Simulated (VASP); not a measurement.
# BN (Cm) in VASP: further runs

BN is run at these levels: PBE+D3(BJ); tasks: single point.

Program: VASP 6.6.1. These are calculated values, not measurements. Logs are shortened: lines on timing, memory, paths and dates and some standing lists are left out, and cuts for length are marked.

## Step 1: The cell of the first run

The structure is monoclinic, space group Cm (No. 8). Conventional cell: a = 4.341 Å, b = 2.506 Å, c = 6.597 Å, α = 90.00°, β = 90.00°, γ = 90.00°. B (site symmetry m) has 3 N at 1.41 to 1.80 Å within 1.9 Å. Within 1.9 Å of B (site symmetry m) lie 3 N at 1.45 Å. Within 1.9 Å of N (site symmetry m) lie 3 B at 1.45 Å. Within 1.9 Å of N (site symmetry m) lie 3 B at 1.41 to 1.80 Å.

## Step 2: Single point, PBE+D3(BJ) (atom 1 (B) moved by +0.288 Å along [1 2 0] and -0.480 Å along [0 0 1])

Input file INCAR:

```
SYSTEM = BN
ALGO = Normal
EDIFF = 1E-7
ENCUT = 520
GGA = PE
ISIF = 2
ISMEAR = 0
IVDW = 12
LASPH = .True.
LCHARG = .False.
LREAL = .False.
LWAVE = .False.
NBANDS = 16
NELM = 60
PREC = Accurate
SIGMA = 0.05
```

Input file KPOINTS:

```
k-points
0
Gamma
  12 12 4
  0 0 0
```

Input file POSCAR:

```
BN
1.0
    2.5061233057      0.0000000000      0.0000000000
   -1.2530616528      2.1703664477      0.0000000000
    0.0000000000      0.0000000000      6.5973571420
B N
2 2
Direct
    0.0663482428      0.1326964856      0.4272435932
    0.3333333333      0.6666666667      0.0000000000
    0.0000000000      0.0000000000      0.0000000000
    0.6666666667      0.3333333333      0.5000000000
```

Potentials or basis: VASP PAW PBE potentials, release 64 (B, N).

Command:

```bash
> cat potpaw_PBE.64/B/POTCAR potpaw_PBE.64/N/POTCAR > POTCAR
> mpirun -np 1 vasp_std > vasp.out
```

OUTCAR:

```text
SYSTEM = BN
   EDIFF = 1E-7
   ENCUT = 520
   GGA = PE
   ISIF = 2
   ISMEAR = 0
   IVDW = 12
   LASPH = .True.
   LREAL = .False.
   NELM = 60
   PREC = Accurate
 IVDW          = 12

 ion  position               nearest neighbor table
   1  0.066  0.133  0.427-   4 1.41   4 1.41   4 1.80
   2  0.333  0.667  0.000-   3 1.45   3 1.45   3 1.45
   3  0.000  0.000  0.000-   2 1.45   2 1.45   2 1.45
   4  0.667  0.333  0.500-   1 1.41   1 1.41   1 1.80

  LATTYP: Found a hexagonal cell.
 ALAT       =     2.5061233057
 C/A-ratio  =     2.6324950281

  Lattice vectors:

 A1 = (   2.5061233057,   0.0000000000,   0.0000000000)
 A2 = (  -1.2530616528,   2.1703664477,   0.0000000000)
 A3 = (   0.0000000000,   0.0000000000,   6.5973571420)

Analysis of symmetry for initial positions (statically):
=====================================================================
 Subroutine PRICEL returns:
 Original cell was already a primitive cell.

 Routine SETGRP: Setting up the symmetry group for a
 hexagonal supercell.

 Subroutine GETGRP returns: Found  2 space group operations
 (whereof  2 operations were pure point group operations)
 out of a pool of 24 trial point group operations.

The static configuration has the point symmetry C_1h.

Analysis of symmetry for dynamics (positions and initial velocities):
=====================================================================
 Subroutine PRICEL returns:
 Original cell was already a primitive cell.

 Routine SETGRP: Setting up the symmetry group for a
 hexagonal supercell.

 Subroutine GETGRP returns: Found  2 space group operations
 (whereof  2 operations were pure point group operations)
 out of a pool of 24 trial point group operations.

The dynamic configuration has the point symmetry C_1h.

 Subroutine INISYM returns: Found  2 space group operations
 (whereof  2 operations are pure point group operations),
 and found     1 'primitive' translations

----------------------------------------------------------------------------------------

                                     Primitive cell

  volume of cell :      35.8844

  direct lattice vectors                    reciprocal lattice vectors
     2.506123306  0.000000000  0.000000000     0.399022665  0.230375843  0.000000000
    -1.253061653  2.170366448  0.000000000     0.000000000  0.460751686  0.000000000
     0.000000000  0.000000000  6.597357142     0.000000000  0.000000000  0.151575847

  length of vectors
     2.506123306  2.506123306  6.597357142     0.460751686  0.460751686  0.151575847

  position of ions in fractional coordinates (direct lattice)
     0.066348243  0.132696486  0.427243593
     0.333333333  0.666666667  0.000000000
     0.000000000  0.000000000  0.000000000
     0.666666667  0.333333333  0.500000000

  ion indices of the primitive-cell ions
   primitive index   ion index
                 1           1
                 2           2
                 3           3
                 4           4

----------------------------------------------------------------------------------------

 KPOINTS: k-points

Automatic generation of k-mesh.
 Grid dimensions read from file:
 generate k-points for:   12   12    4

 Generating k-lattice:

  Cartesian coordinates                     Fractional coordinates (reciprocal lattice)
     0.033251889  0.019197987  0.000000000     0.083333333 -0.000000000  0.000000000
     0.000000000  0.038395974  0.000000000     0.000000000  0.083333333  0.000000000
     0.000000000  0.000000000  0.037893962     0.000000000  0.000000000  0.250000000

  Length of vectors
     0.038395974  0.038395974  0.037893962

  Shift w.r.t. Gamma in fractional coordinates (k-lattice)
     0.000000000  0.000000000  0.000000000

 Subroutine IBZKPT returns following result:
 ===========================================

 Found    164 irreducible k-points:

 Following reciprocal coordinates:
            Coordinates               Weight
  0.000000  0.000000  0.000000      1.000000
  0.083333  0.000000  0.000000      4.000000
  0.000000  0.083333  0.000000      2.000000
  0.166667  0.000000  0.000000      4.000000
  0.000000  0.166667  0.000000      2.000000
  0.250000  0.000000  0.000000      4.000000
[... 16 lines left out ...]
 -0.083333  0.416667  0.000000      4.000000
 -0.416667  0.333333  0.000000      4.000000
 [... further k-points ...]
   k-points           NKPTS =    164   k-points in BZ     NKDIM =    164   number of bands    NBANDS=     16
   number of dos      NEDOS =    301   number of ions     NIONS =      4
   total plane-waves  NPLWV =  20000
   dimension x,y,z NGX =    20 NGY =   20 NGZ =   50
   dimension x,y,z NGXF=    40 NGYF=   40 NGZF=  100
   ions per type =               2   2
   NGX,Y,Z   is equivalent  to a cutoff of  13.27, 13.27, 12.60 a.u.
   NGXF,Y,Z  is equivalent  to a cutoff of  26.53, 26.53, 25.20 a.u.
 SYSTEM =  BN
   PREC   = accura    normal or accurate (medium, high low for compatibility)
   ISTART =      0    job   : 0-new  1-cont  2-samecut
   ICHARG =      2    charge: 1-file 2-atom 10-const
   ISPIN  =      1    spin polarized calculation?
   LNONCOLLINEAR =      F non collinear calculations
   LSORBIT =      F    spin-orbit coupling
   LASPH  =      T    aspherical Exc in radial PAW
   ENCUT  =  520.0 eV  38.22 Ry    6.18 a.u.   4.66  4.66 12.27*2*pi/ulx,y,z
   NELM   =     60;   NELMIN=  2; NELMDL= -5     # of ELM steps
   EDIFF  = 0.1E-06   stopping-criterion for ELM
   LREAL  =      F    real-space projection
   EDIFFG = 0.1E-05   stopping-criterion for IOM
   NSW    =      0    number of steps for IOM
   IBRION =     -1    ionic relax: 0-MD 1-quasi-New 2-CG
   NFREE  =      0    steps in history (QN), initial steepest desc. (CG)
   ISIF   =      2    stress and relaxation
   ISYM   =      2    0-nonsym 1-usesym 2-fastsym
   POTIM  = 0.5000    time-step for ionic-motion
   TEBEG  =    0.0;   TEEND  =   0.0 temperature during run
   PSTRESS=    0.0 pullay stress
   NELECT =      16.0000    total number of electrons
   NUPDOWN=      -1.0000    fix difference up-down
   EMIN   =  10.00;   EMAX   =-10.00  energy-range for DOS
   EFERMI =   0.00;   METHOD = LEGACY
   ISMEAR =     0;   SIGMA  =   0.05  broadening in eV -4-tet -1-fermi 0-gaus
   EFERMI_NEDOS =   21; number of points for ismear=-14 and -15
   IALGO  =     38    algorithm
   IMIX   =      4    mixing-type and parameters
     AMIX     =   0.40;   BMIX     =  1.00
     AMIX_MAG =   1.60;   BMIX_MAG =  1.00
  volume/ion in A,a.u.               =       8.97        60.54
  Fermi-wavevector in a.u.,A,eV,Ry     =   1.250680  2.363443 21.282251  1.564201
  Thomas-Fermi vector in A             =   2.384663
   LORBIT       =      0    0 simple, 1 ext, 2 COOP (PROOUT), +10 PAW based schemes
   GGA     = PE    functional components
   LHFCALC =     F    Hartree Fock is set to
   AEXX    =    0.0000 exact exchange contribution
   IVDW    =    12    specifies the selected vdW correction
   LEPSILON=     F    determine dielectric tensor
   LRPA    =     F    only Hartree local field effects (RPA)
 non-spin polarized calculation
 Gauss-broadening in eV      SIGMA  =   0.05
  energy-cutoff  :      520.00
  volume of cell :       35.88
 maximum number of plane-waves:       985
   NGX =  9   NGY =  9   NGZ = 25

 number of electron      15.9999998 magnetization

 Free energy of the ion-electron system (eV)
  ---------------------------------------------------
  ext. energy  EPLUGINS =         0.00000000
  ---------------------------------------------------
  free energy    TOTEN  =       -32.86174332 eV

  energy without entropy =      -32.86174332  energy(sigma->0) =      -32.86174332

 E-fermi :   5.3258     XC(G=0): -10.2293

 val. band max:        5.1320550732   @ k =   0.0000   0.0000   0.5000
 cond. band min:       5.5334194622   @ k =   0.5000   0.0000   0.5000
 fundamental gap:      0.4013643890
 Fermi energy:         5.3258207340

 k-point     1 :       0.0000    0.0000    0.0000
  band No.  band energies     occupation
      1     -15.9462      2.00000
      2     -14.3988      2.00000
      3      -4.2982      2.00000
      4      -1.3380      2.00000
      5       0.3854      2.00000
      6       0.3868      2.00000
[... 8 lines left out ...]
     15      16.0422      0.00000
     16      16.5594      0.00000

 k-point     2 :       0.0833    0.0000    0.0000
  band No.  band energies     occupation
      1     -15.8122      2.00000
      2     -14.2666      2.00000
      3      -4.1143      2.00000
      4      -1.2077      2.00000
      5      -0.1694      2.00000
      6       0.0974      2.00000
[... 8 lines left out ...]
     15      16.0684      0.00000
     16      16.6841      0.00000

 k-point     3 :       0.0000    0.0833    0.0000
  band No.  band energies     occupation
      1     -15.8121      2.00000
      2     -14.2545      2.00000
      3      -4.1161      2.00000
      4      -1.1916      2.00000
      5      -0.1701      2.00000
      6       0.1291      2.00000
[... 8 lines left out ...]
     15      16.1267      0.00000
     16      16.5974      0.00000

 k-point     4 :       0.1667    0.0000    0.0000
  band No.  band energies     occupation
      1     -15.4178      2.00000
      2     -13.8785      2.00000
      3      -3.5705      2.00000
      4      -1.5796      2.00000
      5      -1.1791      2.00000
      6      -0.5046      2.00000
[... 8 lines left out ...]
     15      16.6156      0.00000
     16      17.2787      0.00000
[... 324 lines left out ...]
 k-point    22 :       0.3333    0.0833    0.0000
  band No.  band energies     occupation
      1     -13.5106      2.00000
      2     -11.9895      2.00000
      3      -5.8722      2.00000
      4      -4.4838      2.00000
      5      -2.4631      2.00000
      6      -0.7596      2.00000
[... 8 lines left out ...]
     15      18.0949      0.00000
     16      19.2242      0.00000

 k-point    23 :      -0.0833    0.4167    0.0000
  band No.  band energies     occupation
      1     -13.5098      2.00000
      2     -11.7839      2.00000
      3      -5.8712      2.00000
      4      -3.2673      2.00000
      5      -2.4624      2.00000
      6      -1.4151      2.00000
[... 8 lines left out ...]
     15      17.8221      0.00000
     16      18.3963      0.00000

 k-point    24 :      -0.4167    0.3333    0.0000
  band No.  band energies     occupation
      1     -13.5109      2.00000
      2     -12.0560      2.00000
      3      -5.8712      2.00000
      4      -4.5687      2.00000
      5      -2.4640      2.00000
      6      -0.7271      2.00000
[... 8 lines left out ...]
     15      18.3771      0.00000
     16      19.2471      0.00000

 [... further k-points ...]

------------------------ aborting loop because EDIFF is reached ----------------------------------------

 Edisp (eV)   -0.57201

 E8    (eV) :    -0.1682

  FORCE on cell =-STRESS in cart. coord.  units (eV):
  Direction    XX          YY          ZZ          XY          YZ          ZX
  --------------------------------------------------------------------------------------
  -------------------------------------------------------------------------------------
  Total       1.95862     1.79668    -2.76744     0.00000     1.75122     0.00000
  in kB      87.44915    80.21858  -123.56151     0.00000    78.18898     0.00000
  external pressure =       14.70 kB  Pullay stress =        0.00 kB

 VOLUME and BASIS-vectors are now :
 -----------------------------------------------------------------------------
  energy-cutoff  :      520.00
  volume of cell :       35.88
      direct lattice vectors                 reciprocal lattice vectors
     2.506123306  0.000000000  0.000000000     0.399022665  0.230375843  0.000000000
    -1.253061653  2.170366448  0.000000000     0.000000000  0.460751686  0.000000000
     0.000000000  0.000000000  6.597357142     0.000000000  0.000000000  0.151575847

 POSITION                                       TOTAL-FORCE (eV/Angst)
 -----------------------------------------------------------------------------------
      0.00000      0.28800      2.81868        -0.000000     -3.851146      5.028689
     -0.00000      1.44691      0.00000        -0.000000     -0.000359     -0.383178
      0.00000      0.00000      0.00000         0.000000      0.033763      0.306647
      1.25306      0.72346      3.29868         0.000000      3.817742     -4.952159
 -----------------------------------------------------------------------------------
    total drift:                                0.000001      0.000026      0.000044

  FREE ENERGIE OF THE ION-ELECTRON SYSTEM (eV)
  ---------------------------------------------------
  free  energy   TOTEN  =       -33.4337527459 eV

  energy  without entropy=      -33.4337527458  energy(sigma->0) =      -33.43375275
```

Run time: 93 s. Hardware: 1 thread of AMD EPYC 9R45 (Zen 5), shared host; peak memory 0.18 GiB.

What came out:

| Quantity | Value |
| --- | --- |
| Free energy | -33.4338 eV |
| Pressure | 1.5 GPa |
| Largest force | 6.334 eV/Å |
| Band gap on the k mesh | 0.40 eV, indirect (least direct gap 0.89 eV) |
| Dispersion energy per atom | -0.143 eV |

Forces in eV/Å, atoms in the order of the input:
```
B    0.000 -3.851  5.029
B    0.000  0.000 -0.383
N    0.000  0.034  0.307
N    0.000  3.818 -4.952
```

Caveat: the cell differs from its parent crystal (atom 1 (B) moved by +0.288 Å along [1 2 0] and -0.480 Å along [0 0 1]); forces of over 1 eV/Å act on the atoms, so gaps and moduli don't describe the material at rest. A k mesh can miss the band edges.

(Continued in part 2 of 3.)
